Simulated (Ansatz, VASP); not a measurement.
## N in VASP and in Ansatz

The input POSCAR:

```
N
1.0
    4.0840619700      0.0000000000      0.0000000000
    0.0000000000      4.0840619700      0.0000000000
    0.0000000000      0.0000000000      5.3459132500
N
4
Direct
    0.9042752000      0.9042752000      0.0000000000
    0.5957248000      0.4042752000      0.5000000000
    0.0957248000      0.0957248000      0.0000000000
    0.4042752000      0.5957248000      0.5000000000
```

INCAR.step1

```
SYSTEM = N
  ALGO = Normal
  EDIFF = 1E-4
  ENCUT = 600
  GGA = PE
  ISMEAR = 0
  LASPH = .True.
  LCHARG = .False.
  LREAL = .False.
  LWAVE = .True.
  NELM = 60
  PREC = Accurate
  SIGMA = 0.1
```

INCAR.step2

```
SYSTEM = N
  ALGO = Normal
  EDIFF = 1E-6
  EDIFFG = -0.04
  ENCUT = 600
  IBRION = 2
  ISIF = 3
  ISMEAR = 0
  ISTART = 1
  LASPH = .True.
  LCHARG = .False.
  LMIXTAU = .True.
  LREAL = .False.
  LWAVE = .False.
  METAGGA = R2SCAN
  NELM = 60
  NSW = 90
  PREC = Accurate
  SIGMA = 0.1
```

File KPOINTS:

```
k-points
0
Gamma
  4 4 4
  0 0 0
```

Input for Ansatz:

```yaml
crystal:
  lattice:
    - [4.08406197, 0.0, 0.0]
    - [0.0, 4.08406197, 0.0]
    - [0.0, 0.0, 5.34591325]
  atoms:
    - { symbol: "N", position: [0.9042752, 0.9042752, 0.0] }
    - { symbol: "N", position: [0.5957248, 0.4042752, 0.5] }
    - { symbol: "N", position: [0.0957248, 0.0957248, 0.0] }
    - { symbol: "N", position: [0.4042752, 0.5957248, 0.5] }
basis:
  ecutwfc: 500
kpoints:
  mp_grid: { grid: [4, 4, 4] }
hamiltonian:
  xc: r2scan
scf:
  occupations: { method: gaussian, width: 0.1 }
  lower_state_search: "off"
output:
  forces: true
  stress: true
  eigenvalues: true
relax:
  adjacent_minimum: "off"
  f_tol: 0.04
  max_steps: 70
  cell: { stress_tol: 0.4 }
```

Alike in both runs: task relaxation of cell and atoms; functional r2SCAN; k mesh 4 × 4 × 4; occupations gaussian, width 0.1 eV; no spin polarisation.

|  | VASP | Ansatz |
| --- | --- | --- |
| version | VASP 6.6.1 | Ansatz 0.2.0 |
| potentials or method | VASP PAW PBE potentials, release 64 (N), cutoff 600 eV | scalar-relativistic, plane waves, PAW |
| valence electrons in the cell | 20 | 20 |

Ansatz gave:

```
gap on the k mesh at the Fermi level, each at its own relaxed structure (eV)  : 7.85
relaxed volume (Å³/atom)                                                      : 23.42
relaxed length of the cell vector where the two differ most in proportion (Å) : 4.163
```

Problem. What did VASP give for the same quantities?

Solution. gap on the k mesh at the Fermi level, each at its own relaxed structure (eV): 7.55; relaxed volume (Å³/atom): 22.29; relaxed length of the cell vector where the two differ most in proportion (Å): 4.084.

VASP's potentials were made for PBE, not for r2SCAN. One of these differences is far larger than is usual between the two programs; its cause wasn't traced.

Noted on VASP's run: the standard files for N, O and F lose accuracy on very short bonds.
